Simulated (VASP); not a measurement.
Runs of VASP 6.6.1 on LiH. The structure is that of space group Fm-3m (No. 225), or close to it. The cells are those of the table. 

```csv
cell,gap on the mesh (eV)
"a = 2.833 Å, angles 60.0°, 2 atoms",2.98
"a = 2.735 Å, angles 60.0°, 2 atoms",2.89
"a = 2.785 Å, angles 60.0°, 2 atoms",(b)
"a = 2.924 Å, angles 60.0°, 2 atoms",(a)
"a = 2.879 Å, angles 60.0°, 2 atoms",3.01
```

Alike in all rows: task single point; level PBE; potentials or basis VASP PAW PBE potentials, release 64 (Li_sv, H); no spin polarisation; k mesh 6 × 6 × 6; cutoff (eV) 520; smearing gaussian 0.01 eV.

**Question.** Estimate the missing entries.

**Answer.** (a) 3.04; (b) 2.93.

Caveats: all runs use coarse meshes.

A k mesh can miss the band edges.
